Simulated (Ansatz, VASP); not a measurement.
## Cu in VASP and in Ansatz

File INCAR:

```
ALGO = Fast
EDIFF = 1E-7
ENCUT = 520
ISIF = 2
ISMEAR = 0
LASPH = T
LCHARG = T
LELF = T
LREAL = F
LVHAR = T
LWAVE = F
NBANDS = 12
NELM = 60
PREC = Accurate
SIGMA = 0.15
```

Contents of KPOINTS:

```
k-points
0
Gamma
  24 24 24
```

File POSCAR:

```
Cu
1.0
   -1.4223222088      1.4223222088      1.2965889255
    1.4223222088     -1.4223222088      1.2965889255
    1.4223222088      1.4223222088     -1.2965889255
Cu
1
Direct
    0.0000000000      0.0000000000      0.0000000000
```

Input for Ansatz:

```yaml
crystal:
  lattice:
    - [-1.4223222088, 1.4223222088, 1.2965889255]
    - [1.4223222088, -1.4223222088, 1.2965889255]
    - [1.4223222088, 1.4223222088, -1.2965889255]
  atoms:
    - { symbol: Cu, position: [0.0, 0.0, 0.0] }
basis:
  ecutwfc: 520.0
kpoints:
  mp_grid: { grid: [24, 24, 24] }
hamiltonian:
  xc: lda
  pseudopotentials: { kind: paw, azcp: { folder: soft_1 } }
scf:
  occupations: { method: gaussian, width: 0.15 }
output:
  forces: true
  stress: true
  eigenvalues: true
  write_density: true
  write_potential: true
  elf: true
  volumetric_format: npy
```

Alike in both runs: task single point; functional LDA; k mesh 24 × 24 × 24; occupations gaussian, width 0.15 eV; no spin polarisation.

|  | VASP | Ansatz |
| --- | --- | --- |
| version | VASP 6.6.1 | Ansatz 0.2.0 |
| potentials or method | VASP PAW LDA potentials, release 64 (Cu), cutoff 520 eV | scalar-relativistic, plane waves, PAW |
| valence electrons in the cell | 11 | 19 |

Ansatz gave:

```
gap on the k mesh at the Fermi level (eV)                     : none
pressure (GPa)                                                : 8.6
traceless stress, the component that is largest in VASP (GPa) : 0.79
```

Task: Which values does VASP return?

Result: gap on the k mesh at the Fermi level (eV): none; pressure (GPa): 10.2; traceless stress, the component that is largest in VASP (GPa): 0.83.

Ansatz warns that its potentials were made for another functional, while VASP's fit it. LDA's correlation is that of Perdew and Zunger in VASP and of Perdew and Wang (1992) in Ansatz. A gap of «none» marks a metal or a gap that the smearing closes. VASP's potentials hold 11 valence electrons a cell and Ansatz's 19, so a difference there can come from the potentials and not from the codes.
